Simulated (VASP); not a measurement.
Set up this calculation in VASP 6.6.1, as the native input.

```yaml
Task: single point
Functional: PBE
Potentials_or_basis: VASP PAW PBE potentials, release 64 (B, P)
Cutoff: 520 eV
k_mesh: 10 × 10 × 10
Occupations: fermi-dirac, width 0.02 eV
Spin: no spin polarisation
Dipole_correction: no
Further_INCAR_settings: ALGO = Normal; EDIFF = 1e-06; NBANDS = 11
```

The structure of BP lies in POSCAR:

```
BP
1.0
    0.0000000000      2.1403825531      2.2683155501
    2.2683155501      0.0000000000      2.2683155501
    2.2683155501      2.1403825531      0.0000000000
B P
1 1
Direct
    0.0000000000      0.0000000000      0.0000000000
    0.2500000000      0.2500000000      0.2500000000
```

This cell differs from its parent crystal: uniaxial y strain -5.6%.

One way to write it, as run:

INCAR

```
PREC = Accurate
ENCUT = 520
EDIFF = 1E-6
ISMEAR = -1
SIGMA = 0.02
LREAL = False
LASPH = True
NELM = 60
ALGO = Normal
ISIF = 2
LWAVE = False
LCHARG = False
GGA = PE
NBANDS = 11
```

KPOINTS

```
regular mesh
0
Gamma
  10 10 10
```

Potentials or basis: VASP PAW PBE potentials, release 64 (B, P).

Command:

```sh
$ cat potpaw_PBE.64/B/POTCAR potpaw_PBE.64/P/POTCAR > POTCAR
$ mpirun -np 1 vasp_std > vasp.out
```

It gave:

```yaml
Pressure: 11.7 GPa
Band_gap_on_the_k_mesh: 0.28 eV, indirect (least direct gap 2.93 eV)
```

Caveat: the cell differs from its parent crystal (uniaxial y strain -5.6%).

Run time: 12 s on 1 thread of Intel(R) Xeon(R) Platinum 8259CL CPU @ 2.50GHz (Skylake/Cascade Lake), with other jobs on the host, peak memory 0.15 GiB.
